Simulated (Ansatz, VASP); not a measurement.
## SrMg3O4: VASP beside Ansatz

```
CELL_PARAMETERS angstrom
3.30150 0.00000 0.00000
0.00000 3.30150 0.00000
0.00000 0.00000 8.97961
ATOMIC_POSITIONS crystal
Sr 0.00000 0.00000 0.00000
Mg 0.50000 0.50000 0.72765
Mg 0.00000 0.00000 0.50000
Mg 0.50000 0.50000 0.27235
O 0.00000 0.00000 0.27498
O 0.50000 0.50000 0.00000
O 0.00000 0.00000 0.72502
O 0.50000 0.50000 0.50000
```

Alike in both runs: task relaxation of cell and atoms; functional PBEsol; k mesh 8 × 8 × 4; occupations gaussian, width 0.02 eV; no spin polarisation.

```csv
,VASP,Ansatz
version,VASP 6.6.1,Ansatz 0.2.0
potentials or method,"VASP PAW PBE potentials, release 64 (Sr_sv, Mg, O), cutoff 600 eV","scalar-relativistic, plane waves, PAW"
valence electrons in the cell,40,64
```

|  | VASP | Ansatz | Ansatz less VASP |
| --- | --- | --- | --- |
| gap on the k mesh at the Fermi level, each at its own relaxed structure (eV) | 2.17 | 2.18 | +0.009 |
| relaxed volume (Å³/atom) | 11.79 | 11.78 | -0.011 |
| relaxed cell length with the largest relative difference (Å) | 3.261 | 3.259 | -0.0021 |

VASP's potentials were made for PBE, not for PBEsol. VASP's potentials hold 40 valence electrons a cell and Ansatz's 64, so a difference there can come from the potentials and not from the codes.
